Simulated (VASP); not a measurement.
## Li4Nb4O11 (a cell with a defect): single point with PBE

The system is Li4Nb4O11 (a cell with a defect).

```
Li Nb O
1.0
     5.22310    0.00000    0.00000
     0.00000    3.01556   -4.59846
     0.00000    6.03112    4.59846
Li Nb O
4 4 11
Cartesian
  0.0000 3.0156 -1.1496
  2.6116 4.5233 3.4488
  0.0000 6.0311 1.1496
  2.6116 1.5078 1.1496
  2.6116 4.5233 0.0000
  0.0000 0.0000 0.0000
  0.0000 3.0156 2.2992
  2.6116 1.5078 -2.2992
  4.5981 1.5078 1.1496
  1.9865 6.0311 1.1496
  4.2299 7.7515 1.1496
  4.2299 4.3108 1.1496
  1.6183 2.8030 -3.4488
  0.6251 4.5233 3.4488
  3.2366 3.0156 -1.1496
  3.6048 5.8185 -1.1496
  0.9932 1.2952 -1.1496
  1.9596 6.2012 -3.3840
  3.6048 6.2437 3.4488
```

This cell differs from its parent crystal: atom 18 moved 1.000 of the way to it and +0.350 Å across, host rigid.

```yaml
Program: VASP 6.6.1
Task: single point
Functional: PBE
Potentials_or_basis: VASP PAW PBE potentials, release 64 (Li_sv, Nb_sv, O)
Cutoff: 520 eV
k_mesh: 4 × 4 × 4
Occupations: gaussian, width 0.05 eV
Spin: no spin polarisation
Dipole_correction: no
Charge: 2
Further_INCAR_settings: LREAL = Auto; ALGO = Normal; EDIFF = 1e-06; NBANDS = 80; NELECT = 128.0
```

```
Largest force : 4.970 eV/Å
```

Forces on the atoms (eV/Å):
```
Li  -0.555 -1.272 -0.361
Li   0.092  0.449  0.164
Li  -0.169  0.622  0.579
Li   0.470 -0.915 -0.578
Nb   2.963 -1.098  3.018
Nb  -0.198 -0.193 -0.159
Nb  -2.688  3.233 -2.651
Nb   0.200 -0.102  0.064
O    1.088  1.662  1.937
O   -0.302 -1.629 -1.712
O    0.001  0.161 -0.112
O    1.456 -0.546  0.229
O   -0.184  0.178  0.252
O   -0.007 -2.400 -1.180
O   -0.648  1.717  0.414
O    1.447 -0.498 -0.526
O   -0.055  0.115  0.125
O   -3.099  0.434  0.544
O    0.190  0.082 -0.045
```

Levels at points of the mesh, in eV from the Fermi level:
```csv
k point,band 60,band 61,band 62,band 63,band 64,band 65,band 66,band 67,band 68,band 69
"(0.00, 0.00, 0.00)",-0.95,-0.87,-0.44,-0.40,-0.31,0.29,1.19,1.56,1.71,2.09
"(0.50, 0.00, 0.00)",-1.18,-1.04,-0.71,-0.39,-0.31,1.02,1.42,1.66,2.14,2.34
"(0.00, 0.50, 0.00)",-1.19,-1.08,-0.82,-0.41,-0.37,1.22,1.55,1.78,2.24,2.35
"(0.50, 0.50, 0.00)",-1.07,-1.02,-0.89,-0.87,-0.80,0.61,1.34,1.56,1.65,2.10
"(0.00, 0.00, 0.50)",-0.97,-0.96,-0.42,-0.35,-0.26,0.27,1.20,2.09,2.20,2.44
"(0.50, 0.00, 0.50)",-0.86,-0.81,-0.65,-0.38,-0.31,0.97,1.43,2.00,2.36,2.63
"(0.00, 0.50, 0.50)",-0.92,-0.84,-0.69,-0.40,-0.37,1.08,1.68,2.07,2.32,2.62
"(0.50, 0.50, 0.50)",-1.10,-0.98,-0.96,-0.90,-0.82,0.61,1.36,2.04,2.24,2.40
```

Wall time 12 min on 1 thread of Intel(R) Xeon(R) Platinum 8488C (Sapphire Rapids), on a shared host, peak memory 0.52 GiB.

Caveat: the cell carries a net charge on a neutralising background, which shifts energy and pressure; the cell differs from its parent crystal (atom 18 moved 1.000 of the way to it and +0.350 Å across, host rigid); the cell is charged against a uniform background, so pressure and absolute levels hang on convention.
